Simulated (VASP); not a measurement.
# Sr8Ti8O23 (a cell with a defect): single point with HSE06

The system is Sr8Ti8O23 (a cell with a defect).

```xyz
39
Lattice="7.7828 0.0000 0.0000 0.0000 7.7828 0.0000 0.0000 0.0000 7.7828" Properties=species:S:1:pos:R:3 pbc="T T T"
Sr    7.7071    7.7029    7.7656
Sr    7.7172    7.7117    3.8655
Sr    7.7078    3.9462    7.7713
Sr    7.7116    3.9521    3.8849
Sr    3.9511    7.7043    7.7695
Sr    3.9565    7.7076    3.8839
Sr    3.9587    3.9520    7.7754
Sr    3.9604    3.9548    3.9012
Ti    1.9281    1.9241    1.8246
Ti    1.9489    1.9467    5.9702
Ti    1.9397    5.7930    1.9484
Ti    1.9344    5.8466    5.7797
Ti    5.8019    1.9355    1.9535
Ti    5.8521    1.9282    5.7848
Ti    5.8275    5.8240    1.9344
Ti    5.8289    5.8226    5.8332
O     1.9365    1.9476    0.0072
O     1.9634    5.8352    0.0185
O     1.9543    5.8430    3.9037
O     5.8481    1.9544    0.0128
O     5.8373    1.9534    3.9000
O     5.8437    5.8431    0.0070
O     5.8500    5.8425    3.9006
O     0.0745    1.9728    2.1206
O     0.0481    1.9353    5.6997
O     0.0188    5.8494    1.9400
O     0.0100    5.8376    5.8702
O     3.8608    1.9689    2.0876
O     3.8330    1.9391    5.6991
O     3.9036    5.8516    1.9445
O     3.8937    5.8317    5.8591
O     1.9729    0.0733    2.1187
O     1.9440    0.0443    5.7134
O     1.9736    3.8580    2.1033
O     1.9375    3.8291    5.6931
O     5.8549    0.0148    1.9407
O     5.8363    0.0057    5.8635
O     5.8520    3.8996    1.9372
O     5.8413    3.8893    5.8597
```

| Quantity | Value |
| --- | --- |
| Program | VASP 6.6.1 |
| Task | single point |
| Functional | HSE06 |
| Potentials or basis | VASP PAW PBE potentials, release 64 (Sr_sv, Ti_sv, O) |
| Cutoff | 520 eV |
| k mesh | 1 × 1 × 1, shifted |
| Occupations | fermi-dirac, width 0.05 eV |
| Spin | no spin polarisation |
| Dipole correction | no |
| Grid for exact exchange (PRECFOCK) | Fast |
| Charge | 2 |
| Further INCAR settings | LREAL = Auto; ALGO = Normal; EDIFF = 1e-06; NBANDS = 182; ISYM = -1; NELECT = 312.0 |
| Share of exact exchange | 0.25 |
| Screening parameter | 0.2079 1/Å |

The largest force is 0.159 eV/Å.

Forces on the atoms (eV/Å):
```
Sr   0.036  0.031  0.026
Sr   0.015  0.013  0.022
Sr   0.030 -0.025  0.008
Sr   0.013 -0.019  0.003
Sr  -0.030  0.030  0.015
Sr  -0.017  0.012  0.007
Sr  -0.034 -0.034 -0.008
Sr  -0.017 -0.018 -0.015
Ti   0.001  0.008 -0.142
Ti  -0.005 -0.010  0.135
Ti  -0.015  0.043  0.048
Ti  -0.005 -0.020 -0.045
Ti   0.023 -0.006  0.031
Ti  -0.036  0.006 -0.054
Ti  -0.018 -0.019  0.008
Ti   0.010  0.028 -0.017
O    0.000 -0.008  0.012
O   -0.008 -0.007  0.032
O   -0.005 -0.005  0.051
O   -0.004 -0.009  0.032
O    0.001 -0.009  0.043
O   -0.008 -0.010  0.012
O   -0.007 -0.008  0.015
O    0.135 -0.030 -0.072
O    0.103 -0.002  0.032
O    0.038 -0.015 -0.016
O    0.021 -0.008 -0.029
O   -0.096 -0.018 -0.051
O   -0.108  0.006  0.035
O    0.021 -0.012 -0.003
O    0.002 -0.002 -0.008
O   -0.026  0.135 -0.078
O    0.002  0.108  0.021
O   -0.014 -0.102 -0.069
O    0.011 -0.101  0.035
O   -0.009  0.039 -0.007
O    0.003  0.021 -0.018
O   -0.003  0.017  0.007
O   -0.003  0.002  0.001
```

Levels at points of the mesh, in eV from the Fermi level:
```tsv
k point	band 153	band 154	band 155	band 156	band 157	band 158	band 159	band 160
(0.25, 0.25, 0.25)	-1.60	-1.59	-1.49	-1.44	2.71	2.83	2.86	2.94
```

It took 12 min on 1 thread of Intel(R) Xeon(R) 6975P-C (Granite Rapids) (shared host), peak memory 0.69 GiB.

Caveat: the cell carries a net charge on a neutralising background, which shifts energy and pressure; the cell is charged against a uniform background, so pressure and absolute levels hang on convention; the PAW data sets were made with another functional, which shifts forces and pressure a little.
